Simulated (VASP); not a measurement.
# PbF2 (Fm-3m) in VASP: phonons with r2SCAN

Aim: the phonons of PbF2 with r2SCAN.

All numbers are computed with VASP 6.6.1; they aren't measurements. Logs are shortened: lines on timing, memory, paths and dates and some standing lists are left out, and cuts for length are marked.

## Step 1: The cell of the first run

The structure is cubic, space group Fm-3m (No. 225). Conventional cell: a = 5.977 Å, b = 5.977 Å, c = 5.977 Å, α = 90.00°, β = 90.00°, γ = 90.00°. Within 3.4 Å of Pb (site symmetry m-3m) lie 8 F at 2.59 Å. Within 3.4 Å of F (site symmetry -43m) lie 4 Pb at 2.59 Å and 6 F at 2.99 Å.

## Step 2: Phonons, r2SCAN

Input file INCAR:

```
PREC     = Accurate       # precision mode
ENCUT    = 520            # plane-wave cutoff, eV
EDIFF    = 1E-8           # SCF threshold, eV
ISMEAR   = 0              # smearing method
SIGMA    = 0.01           # smearing width, eV
LREAL    = False          # projectors in reciprocal space
LASPH    = True           # aspherical terms in the spheres
NELM     = 60             # most SCF steps
ALGO     = Normal         # electronic algorithm
ISIF     = 2              # what is computed and relaxed
LWAVE    = False          # write WAVECAR
LCHARG   = False          # write CHGCAR
METAGGA  = R2SCAN         # meta-GGA
LMIXTAU  = True         
NBANDS   = 21             # bands
IBRION   = 6              # ionic algorithm
NFREE    = 2            
POTIM    = 0.015          # step
NSW      = 1              # ionic steps
```

Input file KPOINTS:

```
regular mesh
0
Gamma
  8 8 8
```

Input file POSCAR:

```
PbF2
1.0
    2.9882622602      2.9882622602      0.0000000000
   -2.9882622602      2.9882622602      0.0000000000
    0.0000000000      2.9882622602      2.9882622602
Pb F
1 2
Direct
    0.0000000000      0.0000000000      0.0000000000
    0.2500000000      0.7500000000      0.5000000000
    0.7500000000      0.2500000000      0.5000000000
```

Potentials or basis: VASP PAW PBE potentials, release 64 (Pb_d, F).

Command:

```console
cat potpaw_PBE.64/Pb_d/POTCAR potpaw_PBE.64/F/POTCAR > POTCAR
mpirun -np 1 vasp_std > vasp.out
```

OUTCAR:

```text
PREC = Accurate
   ENCUT = 520
   EDIFF = 1E-8
   ISMEAR = 0
   LREAL = False
   LASPH = True
   NELM = 60
   ISIF = 2
   METAGGA = R2SCAN
   IBRION = 6
   NFREE = 2
   POTIM = 0.015
   NSW = 1

 ion  position               nearest neighbor table
   1  0.000  0.000  0.000-   3 2.59   2 2.59   2 2.59   3 2.59   2 2.59   3 2.59   3 2.59   2 2.59

   2  0.250  0.750  0.500-   1 2.59   1 2.59   1 2.59   1 2.59
   3  0.750  0.250  0.500-   1 2.59   1 2.59   1 2.59   1 2.59

  LATTYP: Found a face centered cubic cell.
 ALAT       =     5.9765245204

  Lattice vectors:

 A1 = (   0.0000000000,   2.9882622602,   2.9882622602)
 A2 = (   2.9882622602,   0.0000000000,   2.9882622602)
 A3 = (   2.9882622602,   2.9882622602,   0.0000000000)

Analysis of symmetry for initial positions (statically):
=====================================================================
 Subroutine PRICEL returns:
 Original cell was already a primitive cell.

 Routine SETGRP: Setting up the symmetry group for a
 face centered cubic supercell.

 Subroutine GETGRP returns: Found 48 space group operations
 (whereof 48 operations were pure point group operations)
 out of a pool of 48 trial point group operations.

The static configuration has the point symmetry O_h .

Analysis of symmetry for dynamics (positions and initial velocities):
=====================================================================
 Subroutine PRICEL returns:
 Original cell was already a primitive cell.

 Routine SETGRP: Setting up the symmetry group for a
 face centered cubic supercell.

 Subroutine GETGRP returns: Found 48 space group operations
 (whereof 48 operations were pure point group operations)
 out of a pool of 48 trial point group operations.

The dynamic configuration has the point symmetry O_h .

 Subroutine INISYM returns: Found 48 space group operations
 (whereof 48 operations are pure point group operations),
 and found     1 'primitive' translations
[... 152 lines left out ...]
  --------------------------------------------------------------------------------------
  -------------------------------------------------------------------------------------
  Total       -0.7050171     -0.7050171     -0.7050171      0.0000000      0.0000000     -0.0000000
  in kB      -21.1652839    -21.1652839    -21.1652839      0.0000000      0.0000000     -0.0000000
  external PRESSURE =     -21.1652839 kB  Pullay stress =       0.0000000 kB
[... 135 lines left out ...]
--------------------------------------- Ionic step        5  -------------------------------------------

 number of electron      28.0000019 magnetization

 Free energy of the ion-electron system (eV)
  ---------------------------------------------------
  ext. energy  EPLUGINS =         0.00000000
  ---------------------------------------------------
  free energy    TOTEN  =       -70.15395562 eV

  energy without entropy =      -70.15395562  energy(sigma->0) =      -70.15395562

 E-fermi :   1.2925     XC(G=0):  -9.8769

 val. band max:        1.2001703925   @ k =  -0.2500   0.2500   0.5000
 cond. band min:       6.1381384101   @ k =   0.0000  -1.0000  -0.5000
 fundamental gap:      4.9379680176
 Fermi energy:         1.2924682672

 k-point     1 :       0.0000    0.0000    0.0000
  band No.  band energies     occupation
      1     -20.9760      2.00000
      2     -20.4277      2.00000
      3     -13.6342      2.00000
      4     -13.6333      2.00000
      5     -13.6325      2.00000
      6     -13.5935      2.00000
[... 565 lines left out ...]
     20      17.8602      0.00000
     21      18.3028      0.00000

 [... further k-points ...]

------------------------ aborting loop because EDIFF is reached ----------------------------------------

  FORCE on cell =-STRESS in cart. coord.  units (eV):
  Direction    XX          YY          ZZ          XY          YZ          ZX
  --------------------------------------------------------------------------------------
  -------------------------------------------------------------------------------------
  Total       -0.7040419     -0.7045975     -0.7045975      0.0000000      0.0331463     -0.0000000
  in kB      -21.1360066    -21.1526868    -21.1526868      0.0000000      0.9950845     -0.0000000
  external PRESSURE =     -21.1471267 kB  Pullay stress =       0.0000000 kB
[... 18 lines left out ...]
  FREE ENERGIE OF THE ION-ELECTRON SYSTEM (eV)
  ---------------------------------------------------
  free  energy   TOTEN  =       -70.1539556250 eV

  energy  without entropy=      -70.1539556250  energy(sigma->0) =      -70.15395562

 INTERNAL STRAIN TENSORS FROM DISPLACED ATOMS
 ============================================

 INTERNAL STRAIN TENSOR FOR ION    1 for displacements in x,y,z  (eV/Angst):
          X           Y           Z          XY          YZ          ZX
  --------------------------------------------------------------------------------
  x     0.00000     0.00000     0.00000     0.00000     0.00000     0.00000
  y     0.00000     0.00000     0.00000     0.00000     0.00000     0.00000
  z     0.00000     0.00000     0.00000     0.00000     0.00000     0.00000

 INTERNAL STRAIN TENSOR FOR ION    3 for displacements in x,y,z  (eV/Angst):
          X           Y           Z          XY          YZ          ZX
  --------------------------------------------------------------------------------
  x    -0.00000     0.00000     0.00000    -0.00000     2.21230    -0.00000
  y    -0.00000     0.00000    -0.00000    -0.00000     0.00000     2.21230
  z    -0.00000    -0.00000    -0.00000     2.21230     0.00000    -0.00000

 Eigenvectors and eigenvalues of the dynamical matrix
 ----------------------------------------------------

   1 f  =    7.204175 THz    45.265164 2PiTHz  240.305400 cm-1    29.794059 meV
             X         Y         Z           dx          dy          dz
      0.000000  0.000000  0.000000     0.000000    0.000000   -0.000000
     -1.494131  4.482393  1.494131     0.000000    0.000000   -0.707107
      1.494131  4.482393  1.494131    -0.000000   -0.000000    0.707107
[... 43 lines left out ...]
   9 f/i=    0.008991 THz     0.056492 2PiTHz    0.299907 cm-1     0.037184 meV
             X         Y         Z           dx          dy          dz
      0.000000  0.000000  0.000000     0.126368    0.911770    0.002555
     -1.494131  4.482393  1.494131     0.037933    0.273698    0.000767
      1.494131  4.482393  1.494131     0.037933    0.273698    0.000767

 ELASTIC MODULI CONTR FROM IONIC RELAXATION (kBar)
 Direction    XX          YY          ZZ          XY          YZ          ZX
 --------------------------------------------------------------------------------
 XX          -0.0000      0.0000     -0.0000      0.0000      0.0000      0.0000
 YY           0.0000     -0.0000     -0.0000      0.0000     -0.0000     -0.0000
 ZZ          -0.0000     -0.0000     -0.0000      0.0000     -0.0000      0.0000
 XY           0.0000      0.0000      0.0000    -72.8395      0.0000     -0.0000
 YZ           0.0000     -0.0000     -0.0000      0.0000    -72.8395     -0.0000
 ZX           0.0000     -0.0000      0.0000     -0.0000     -0.0000    -72.8395
 --------------------------------------------------------------------------------
```

stdout:

```text
POSCAR found type information on POSCAR PbF
 POSCAR found :  2 types and       3 ions
 scaLAPACK will be used
 -----------------------------------------------------------------------------
|                                                                             |
|                                                                             |
|     You enforced a specific xc type in the INCAR file but a different       |
|     I HOPE YOU KNOW WHAT YOU ARE DOING!                                     |
|                                                                             |
 -----------------------------------------------------------------------------

 LDA part: xc-table for (None), standard interpolation
 POSCAR, INCAR and KPOINTS ok, starting setup
 FFT: planning ... GRIDC
 FFT: planning ... GRID_SOFT
 FFT: planning ... GRID
 WAVECAR not read
 entering main loop
 Found     2 degrees of freedom:
 Finite differences POTIM= 0.01500 DOF=   2
 bond charge predicted
 Finite differences progress:
 bond charge predicted
 Finite differences progress:
 bond charge predicted
 Finite differences progress:
 bond charge predicted
 Finite differences progress:
```

Run time: 39 min. Hardware: 1 thread of Oxide Virtual Turin-like, shared host; peak memory 0.27 GiB.

What came out:

| Quantity | Value |
| --- | --- |
| Highest phonon frequency at Γ, LO-TO splitting left out | 240 cm⁻¹ |

Phonon frequencies in cm⁻¹ (negative: imaginary):
| q point | frequencies |
| --- | --- |
| (0.000, 0.000, 0.000) | 0 0 0 96 96 96 240 240 240 |

Caveat: the cell stands under pressure or tension, which shifts response properties; the PAW data sets were made with another functional, which shifts forces and pressure a little; spin-orbit coupling is left out, which moves the levels of the heavy elements.
